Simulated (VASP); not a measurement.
# CsPbBr3 (Pm-3m) in VASP: a series of runs, part 2 of 2

VASP 6.6.1. Earlier steps stand in the parts before.

## 4. Single point, LDA

This run uses another cell than the first one, of 38.83 Å³/atom, 0.960 times its volume.

INCAR reads:

```
PREC = Accurate ; ENCUT = 520
EDIFF = 1E-7 ; ISMEAR = -1
SIGMA = 0.05 ; LREAL = False
LASPH = True ; NELM = 80
ALGO = Normal ; ISIF = 2
LWAVE = False ; LCHARG = False
NBANDS = 30
```

KPOINTS reads:

```
Automatic mesh
0
Gamma
  5 5 5
```

POSCAR reads:

```
CsPbBr3
1.0
    5.7906659505      0.0000000000      0.0000000000
    0.0000000000      5.7906659505      0.0000000000
    0.0000000000      0.0000000000      5.7906659505
Pb Cs Br
1 1 3
Direct
    0.5000000000      0.5000000000      0.5000000000
    0.0000000000      0.0000000000      0.0000000000
    0.5000000000      0.5000000000      0.0000000000
    0.5000000000      0.0000000000      0.5000000000
    0.0000000000      0.5000000000      0.5000000000
```

The run is started by

```bash
$ cat potpaw_LDA.64/Pb_d/POTCAR potpaw_LDA.64/Cs_sv/POTCAR potpaw_LDA.64/Br/POTCAR > POTCAR
$ mpirun -np 1 vasp_std > vasp.out
```

Wall time 30 s (1 thread of Intel Xeon 6975P-C (Granite Rapids), shared host); peak memory 0.28 GiB.

The run converged. Its results:

```
Free energy            : -17.8634 eV
Pressure               : -0.3 GPa
Band gap on the k mesh : 2.46 eV, direct
```

Levels at points of the mesh, in eV from the valence-band top:
```tsv
k point	band 20	band 21	band 22	band 23	band 24	band 25
(0.00, 0.00, 0.00)	-1.57	-1.57	-1.57	3.20	4.31	4.31
```

Caveat: spin-orbit coupling is left out, which moves the levels of the heavy elements. As with any semilocal functional, this LDA gap is likely too small.

## 5. Single point, LDA

This run uses another cell than the first one, of 39.64 Å³/atom, 0.980 times its volume.

INCAR reads:

```
SYSTEM = CsPbBr3
ALGO     = Normal         ! electronic algorithm
EDIFF    = 1E-6           ! SCF threshold, eV
ENCUT    = 520            ! plane-wave cutoff, eV
ISIF     = 2              ! what is computed and relaxed
ISMEAR   = -1             ! smearing method
LASPH    = .True.         ! aspherical terms in the spheres
LCHARG   = .False.        ! write CHGCAR
LREAL    = .False.        ! projectors in reciprocal space
LWAVE    = .False.        ! write WAVECAR
NBANDS   = 30             ! bands
NELM     = 80             ! most SCF steps
PREC     = Accurate       ! precision mode
SIGMA    = 0.05           ! smearing width, eV
```

KPOINTS reads:

```
k-points
0
Gamma
  5 5 5
  0 0 0
```

POSCAR, as its differences from that of step 4:

```diff
@@ -2,5 +2,5 @@
 1.0
-    5.7906659505      0.0000000000      0.0000000000
-    0.0000000000      5.7906659505      0.0000000000
-    0.0000000000      0.0000000000      5.7906659505
+    5.8306028398      0.0000000000      0.0000000000
+    0.0000000000      5.8306028398      0.0000000000
+    0.0000000000      0.0000000000      5.8306028398
 Pb Cs Br
```

Potentials or basis: VASP PAW LDA potentials, release 64 (Pb_d, Cs_sv, Br).

The run is started by

```bash
$ cat potpaw_LDA.64/Pb_d/POTCAR potpaw_LDA.64/Cs_sv/POTCAR potpaw_LDA.64/Br/POTCAR > POTCAR
$ mpirun -np 1 vasp_std > vasp.out
```

OUTCAR:

```text
SYSTEM = CsPbBr3
   EDIFF = 1E-6
   ENCUT = 520
   ISIF = 2
   ISMEAR = -1
   LASPH = .True.
   LREAL = .False.
   NELM = 80
   PREC = Accurate

 ion  position               nearest neighbor table
   1  0.500  0.500  0.500-   3 2.92   4 2.92   5 2.92   3 2.92   4 2.92   5 2.92
   2  0.000  0.000  0.000-
   3  0.500  0.500  0.000-   1 2.92   1 2.92
   4  0.500  0.000  0.500-   1 2.92   1 2.92
   5  0.000  0.500  0.500-   1 2.92   1 2.92

  LATTYP: Found a simple cubic cell.
 ALAT       =     5.8306028398

  Lattice vectors:

 A1 = (   5.8306028398,   0.0000000000,   0.0000000000)
 A2 = (   0.0000000000,   5.8306028398,   0.0000000000)
 A3 = (   0.0000000000,   0.0000000000,   5.8306028398)

Analysis of symmetry for initial positions (statically):
=====================================================================
 Subroutine PRICEL returns:
 Original cell was already a primitive cell.

 Routine SETGRP: Setting up the symmetry group for a
 simple cubic supercell.

 Subroutine GETGRP returns: Found 48 space group operations
[... 9 lines left out ...]

 Routine SETGRP: Setting up the symmetry group for a
 simple cubic supercell.

 Subroutine GETGRP returns: Found 48 space group operations
[... 11 lines left out ...]
                                     Primitive cell

  volume of cell :     198.2168

  direct lattice vectors                    reciprocal lattice vectors
     5.830602840  0.000000000  0.000000000     0.171508852  0.000000000  0.000000000
     0.000000000  5.830602840  0.000000000     0.000000000  0.171508852  0.000000000
     0.000000000  0.000000000  5.830602840     0.000000000  0.000000000  0.171508852

  length of vectors
     5.830602840  5.830602840  5.830602840     0.171508852  0.171508852  0.171508852

  position of ions in fractional coordinates (direct lattice)
     0.500000000  0.500000000  0.500000000
     0.000000000  0.000000000  0.000000000
     0.500000000  0.500000000  0.000000000
     0.500000000  0.000000000  0.500000000
     0.000000000  0.500000000  0.500000000

  ion indices of the primitive-cell ions
   primitive index   ion index
                 1           1
                 2           2
                 3           3
                 4           4
                 5           5

----------------------------------------------------------------------------------------

 KPOINTS: k-points

Automatic generation of k-mesh.
 Grid dimensions read from file:
 generate k-points for:    5    5    5

 Generating k-lattice:

  Cartesian coordinates                     Fractional coordinates (reciprocal lattice)
     0.034301770  0.000000000  0.000000000     0.200000000  0.000000000  0.000000000
     0.000000000  0.034301770  0.000000000     0.000000000  0.200000000  0.000000000
     0.000000000  0.000000000  0.034301770     0.000000000  0.000000000  0.200000000

  Length of vectors
     0.034301770  0.034301770  0.034301770

  Shift w.r.t. Gamma in fractional coordinates (k-lattice)
     0.000000000  0.000000000  0.000000000

 Subroutine IBZKPT returns following result:
 ===========================================

 Found     10 irreducible k-points:

 Following reciprocal coordinates:
            Coordinates               Weight
  0.000000  0.000000  0.000000      1.000000
  0.200000  0.000000  0.000000      6.000000
  0.400000  0.000000  0.000000      6.000000
  0.200000  0.200000  0.000000     12.000000
  0.400000  0.200000  0.000000     24.000000
  0.400000  0.400000  0.000000     12.000000
  0.200000  0.200000  0.200000      8.000000
  0.400000  0.200000  0.200000     24.000000
  0.400000  0.400000  0.200000     24.000000
  0.400000  0.400000  0.400000      8.000000
   k-points           NKPTS =     10   k-points in BZ     NKDIM =     10   number of bands    NBANDS=     30
   number of dos      NEDOS =    301   number of ions     NIONS =      5
   total plane-waves  NPLWV = 110592
   dimension x,y,z NGX =    48 NGY =   48 NGZ =   48
   dimension x,y,z NGXF=    96 NGYF=   96 NGZF=   96
   ions per type =               1   1   3
   NGX,Y,Z   is equivalent  to a cutoff of  13.69, 13.69, 13.69 a.u.
   NGXF,Y,Z  is equivalent  to a cutoff of  27.37, 27.37, 27.37 a.u.
 SYSTEM =  CsPbBr3
   PREC   = accura    normal or accurate (medium, high low for compatibility)
   ISTART =      0    job   : 0-new  1-cont  2-samecut
   ICHARG =      2    charge: 1-file 2-atom 10-const
   ISPIN  =      1    spin polarized calculation?
   LNONCOLLINEAR =      F non collinear calculations
   LSORBIT =      F    spin-orbit coupling
   LASPH  =      T    aspherical Exc in radial PAW
   ENCUT  =  520.0 eV  38.22 Ry    6.18 a.u.  10.84 10.84 10.84*2*pi/ulx,y,z
   NELM   =     80;   NELMIN=  2; NELMDL= -5     # of ELM steps
   EDIFF  = 0.1E-05   stopping-criterion for ELM
   LREAL  =      F    real-space projection
   EDIFFG = 0.1E-04   stopping-criterion for IOM
   NSW    =      0    number of steps for IOM
   IBRION =     -1    ionic relax: 0-MD 1-quasi-New 2-CG
   NFREE  =      0    steps in history (QN), initial steepest desc. (CG)
   ISIF   =      2    stress and relaxation
   ISYM   =      2    0-nonsym 1-usesym 2-fastsym
   POTIM  = 0.5000    time-step for ionic-motion
   TEBEG  =    0.0;   TEEND  =   0.0 temperature during run
   PSTRESS=    0.0 pullay stress
   NELECT =      44.0000    total number of electrons
   NUPDOWN=      -1.0000    fix difference up-down
   EMIN   =  10.00;   EMAX   =-10.00  energy-range for DOS
   EFERMI =   0.00;   METHOD = LEGACY
   ISMEAR =    -1;   SIGMA  =   0.05  broadening in eV -4-tet -1-fermi 0-gaus
   EFERMI_NEDOS =   21; number of points for ismear=-14 and -15
   IALGO  =     38    algorithm
   IMIX   =      4    mixing-type and parameters
     AMIX     =   0.40;   BMIX     =  1.00
     AMIX_MAG =   1.60;   BMIX_MAG =  1.00
  volume/ion in A,a.u.               =      39.64       267.53
  Fermi-wavevector in a.u.,A,eV,Ry     =   0.991240  1.873172 13.368503  0.982557
  Thomas-Fermi vector in A             =   2.122968
   LORBIT       =      0    0 simple, 1 ext, 2 COOP (PROOUT), +10 PAW based schemes
   GGA     = CA    functional components
   LHFCALC =     F    Hartree Fock is set to
   AEXX    =    0.0000 exact exchange contribution
   IVDW    =     0    specifies the selected vdW correction
   LEPSILON=     F    determine dielectric tensor
   LRPA    =     F    only Hartree local field effects (RPA)
 non-spin polarized calculation
  energy-cutoff  :      520.00
  volume of cell :      198.22
 maximum number of plane-waves:      5377
 NGX is ok and might be reduce to    48
   NGX = 21   NGY = 21   NGZ = 21

 number of electron      44.0000009 magnetization

 Free energy of the ion-electron system (eV)
  ---------------------------------------------------
  ext. energy  EPLUGINS =         0.00000000
  ---------------------------------------------------
  free energy    TOTEN  =       -17.85034572 eV

  energy without entropy =      -17.85034572  energy(sigma->0) =      -17.85034572

 E-fermi :   1.8217     XC(G=0):  -8.1422

 val. band max:        0.6836739108   @ k =   0.4000   0.4000   0.4000
 cond. band min:       3.1755201816   @ k =   0.4000   0.4000   0.4000
 fundamental gap:      2.4918462708
 Fermi energy:         1.8217250784

 k-point     1 :       0.0000    0.0000    0.0000
  band No.  band energies     occupation
      1     -20.0876      2.00000
      2     -15.5366      2.00000
      3     -15.5366      2.00000
      4     -15.3392      2.00000
      5     -15.3392      2.00000
      6     -15.3392      2.00000
[... 22 lines left out ...]
     29       7.3185      0.00000
     30       7.3185      0.00000

 k-point     2 :       0.2000    0.0000    0.0000
  band No.  band energies     occupation
      1     -20.0871      2.00000
      2     -15.5366      2.00000
      3     -15.5113      2.00000
      4     -15.3396      2.00000
      5     -15.3396      2.00000
      6     -15.3392      2.00000
[... 256 lines left out ...]
 k-point    10 :       0.4000    0.4000    0.4000
  band No.  band energies     occupation
      1     -20.0845      2.00000
      2     -15.4278      2.00000
      3     -15.4278      2.00000
      4     -15.3414      2.00000
      5     -15.3414      2.00000
      6     -15.3413      2.00000
[... 22 lines left out ...]
     29       6.4285      0.00000
     30       7.4343      0.00000

------------------------ aborting loop because EDIFF is reached ----------------------------------------

  FORCE on cell =-STRESS in cart. coord.  units (eV):
  Direction    XX          YY          ZZ          XY          YZ          ZX
  --------------------------------------------------------------------------------------
  -------------------------------------------------------------------------------------
  Total       -0.9536776     -0.9536776     -0.9536776      0.0000000     -0.0000000      0.0000000
  in kB       -7.7085337     -7.7085337     -7.7085337      0.0000000     -0.0000000      0.0000000
  external PRESSURE =      -7.7085337 kB  Pullay stress =       0.0000000 kB

 VOLUME and BASIS-vectors are now :
 -----------------------------------------------------------------------------
  energy-cutoff  :      520.00
  volume of cell :      198.22
      direct lattice vectors                 reciprocal lattice vectors
     5.830602840  0.000000000  0.000000000     0.171508852  0.000000000  0.000000000
     0.000000000  5.830602840  0.000000000     0.000000000  0.171508852  0.000000000
     0.000000000  0.000000000  5.830602840     0.000000000  0.000000000  0.171508852

 POSITION                                       TOTAL-FORCE (eV/Angst)
 -----------------------------------------------------------------------------------
      2.91530      2.91530      2.91530         0.000000      0.000000      0.000000
      0.00000      0.00000      0.00000         0.000000      0.000000      0.000000
      2.91530      2.91530      0.00000         0.000000      0.000000      0.000000
      2.91530      0.00000      2.91530         0.000000      0.000000      0.000000
      0.00000      2.91530      2.91530         0.000000      0.000000      0.000000
 -----------------------------------------------------------------------------------
    total drift:                                0.000000     -0.000000     -0.000000

  FREE ENERGIE OF THE ION-ELECTRON SYSTEM (eV)
  ---------------------------------------------------
  free  energy   TOTEN  =       -17.8503457190 eV

  energy  without entropy=      -17.8503457190  energy(sigma->0) =      -17.85034572
```

It took 25 s on 1 thread of Intel Xeon 6975P-C (Granite Rapids), shared host; peak memory 0.28 GiB.

What came out:

* Free energy: -17.8503 eV
* Pressure: -0.8 GPa
* Band gap on the k mesh: 2.49 eV, direct

Caveat: spin-orbit coupling is left out, which moves the levels of the heavy elements. A k mesh can miss the band edges.

## 6. Single point, LDA

INCAR reads:

```
PREC     = Accurate       # precision mode
ENCUT    = 520            # plane-wave cutoff, eV
EDIFF    = 1E-6           # SCF threshold, eV
ISMEAR   = -1             # smearing method
SIGMA    = 0.05           # smearing width, eV
LREAL    = False          # projectors in reciprocal space
LASPH    = True           # aspherical terms in the spheres
NELM     = 100            # most SCF steps
ALGO     = Normal         # electronic algorithm
ISIF     = 2              # what is computed and relaxed
LWAVE    = False          # write WAVECAR
LCHARG   = False          # write CHGCAR
GGA      = CA             # functional
NBANDS   = 30             # bands
```

KPOINTS reads:

```
Automatic mesh
0
Gamma
  5 5 5
```

POSCAR, as its differences from that of step 5:

```diff
@@ -2,5 +2,5 @@
 1.0
-    5.8306028398      0.0000000000      0.0000000000
-    0.0000000000      5.8306028398      0.0000000000
-    0.0000000000      0.0000000000      5.8306028398
+    5.8700000000      0.0000000000      0.0000000000
+    0.0000000000      5.8700000000      0.0000000000
+    0.0000000000      0.0000000000      5.8700000000
 Pb Cs Br
```

Potentials or basis: VASP PAW LDA potentials, release 64 (Pb_d, Cs_sv, Br).

The run is started by

```bash
$ cat potpaw_LDA.64/Pb_d/POTCAR potpaw_LDA.64/Cs_sv/POTCAR potpaw_LDA.64/Br/POTCAR > POTCAR
$ mpirun -np 1 vasp_std > vasp.out
```

Wall time 32 s (1 thread of Intel Xeon 6975P-C (Granite Rapids), shared host); peak memory 0.28 GiB.

It converged, with:

```
Free energy            : -17.8262 eV
Pressure               : -1.2 GPa
Band gap on the k mesh : 2.52 eV, direct
```

Levels at points of the mesh, in eV from the valence-band top:
```tsv
k point	band 20	band 21	band 22	band 23	band 24	band 25
(0.00, 0.00, 0.00)	-1.37	-1.37	-1.37	3.33	4.51	4.51
```

Caveat: spin-orbit coupling is left out, which moves the levels of the heavy elements. A k mesh can miss the band edges.

## 7. The runs side by side

```csv
level,potentials or basis,cell,gap on the mesh (eV),pressure (GPa)
PBE,"VASP PAW PBE potentials, release 64 (Pb_d, Cs_sv, Br)","a = 5.870 Å, 5 atoms",2.65,1.4
LDA,"VASP PAW LDA potentials, release 64 (Pb_d, Cs_sv, Br)","a = 5.750 Å, 5 atoms",2.42,0.2
LDA,"VASP PAW LDA potentials, release 64 (Pb_d, Cs_sv, Br)","a = 5.791 Å, 5 atoms",2.46,-0.3
LDA,"VASP PAW LDA potentials, release 64 (Pb_d, Cs_sv, Br)","a = 5.831 Å, 5 atoms",2.49,-0.8
LDA,"VASP PAW LDA potentials, release 64 (Pb_d, Cs_sv, Br)","a = 5.870 Å, 5 atoms",2.52,-1.2
```

Alike in all rows: task single point; no spin polarisation; k mesh 5 × 5 × 5; cutoff (eV) 520; smearing fermi-dirac 0.05 eV.

Caveats: spin-orbit coupling is left out, which moves the levels of the heavy elements.

Absolute energies hang on the potentials; compare differences alone.
